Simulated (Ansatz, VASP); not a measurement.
CuAu: VASP beside Ansatz

```xyz
2
Lattice="2.8549 0.0000 0.0000 0.0000 2.8549 0.0000 0.0000 0.0000 3.7420" Properties=species:S:1:pos:R:3 pbc="T T T"
Cu    1.4275    1.4275    1.8710
Au    0.0000    0.0000    0.0000
```

Change from the starting cell: volume scaled by 1.06.

Alike in both runs: task single point; functional PBE; k mesh 12 × 12 × 9; occupations fermi-dirac, width 0.08 eV; no spin polarisation.

|  | VASP | Ansatz |
| --- | --- | --- |
| version | VASP 6.6.1 | Ansatz 0.2.0 |
| potentials or method | VASP PAW PBE potentials, release 64 (Cu, Au), cutoff 520 eV | all-electron LAPW, scalar-relativistic |

```csv
,VASP,Ansatz,Ansatz less VASP
pressure (GPa),-2.1,-2.1,0.00
"traceless stress, the component that is largest in VASP (GPa)",-0.89,-0.90,-0.007
```

Ansatz ran all-electron here, and VASP with PAW potentials.

Neither program's run includes spin-orbit coupling.
